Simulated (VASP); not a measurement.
The system is ZnS.

```
Zn S
1.0
     3.81200    0.00000    0.00000
    -1.90600    3.30129    0.00000
     0.00000    0.00000   18.68999
Zn S
6 6
Direct
  0.33333 0.66667 0.83333
  0.66667 0.33333 0.33333
  0.66667 0.33333 0.66667
  0.33333 0.66667 0.16667
  0.00000 0.00000 0.50000
  0.00000 0.00000 0.00000
  0.33333 0.66667 0.95833
  0.66667 0.33333 0.45833
  0.66667 0.33333 0.79167
  0.33333 0.66667 0.29167
  0.00000 0.00000 0.62500
  0.00000 0.00000 0.12500
```

| Quantity | Value |
| --- | --- |
| Program | VASP 6.6.1 |
| Task | relaxation of cell and atoms |
| Functional | revPBE |
| Potentials or basis | VASP PAW PBE potentials, release 64 (Zn, S) |
| Cutoff | 600 eV |
| k mesh | 8 × 8 × 2 |
| Occupations | fermi-dirac, width 0.05 eV |
| Spin | no spin polarisation |

At the start: pressure 4.2 GPa; volume 19.60 Å³/atom.

Where does the relaxation end?

Over 7 steps the energy falls by 14.3 meV/atom and the volume is 20.74 Å³/atom (+5.8 %); space group P6_3mc (No. 186, to 0.1 Å) before and after.

The path:
| step | energy change (eV) | largest force (eV/Å) | pressure (GPa) | volume (Å³) |
| --- | --- | --- | --- | --- |
| 1 | 0.0000 | 0.0297 | 4.19 | 235.20 |
| 2 | -0.1588 | 0.0101 | -0.97 | 253.10 |
| 3 | -0.1712 | 0.0127 | -0.01 | 249.04 |
| 4 | -0.1712 | 0.0130 | 0.09 | 248.75 |
| 5 | -0.1712 | 0.0080 | 0.08 | 248.76 |
| 6 | -0.1712 | 0.0065 | 0.08 | 248.78 |
| 7 | -0.1713 | 0.0054 | 0.06 | 248.87 |

Final structure:
```cif
data_structure
_symmetry_space_group_name_H-M 'P 1'
_symmetry_Int_Tables_number 1
_cell_length_a 3.8839
_cell_length_b 3.8839
_cell_length_c 19.0504
_cell_angle_alpha 90.000
_cell_angle_beta 90.000
_cell_angle_gamma 120.000
_cell_volume 248.87
loop_
_atom_site_label
_atom_site_type_symbol
_atom_site_fract_x
_atom_site_fract_y
_atom_site_fract_z
_atom_site_occupancy
Zn1 Zn 0.33333 0.66667 0.83329 1
Zn2 Zn 0.66667 0.33333 0.33329 1
Zn3 Zn 0.66667 0.33333 0.66673 1
Zn4 Zn 0.33333 0.66667 0.16673 1
Zn5 Zn 0.00000 0.00000 0.50001 1
Zn6 Zn 0.00000 0.00000 0.00001 1
S1 S 0.33333 0.66667 0.95817 1
S2 S 0.66667 0.33333 0.45817 1
S3 S 0.66667 0.33333 0.79165 1
S4 S 0.33333 0.66667 0.29165 1
S5 S 0.00000 0.00000 0.62514 1
S6 S 0.00000 0.00000 0.12514 1
```

Caveat: the PAW data sets were made with another functional, which shifts forces and pressure a little.
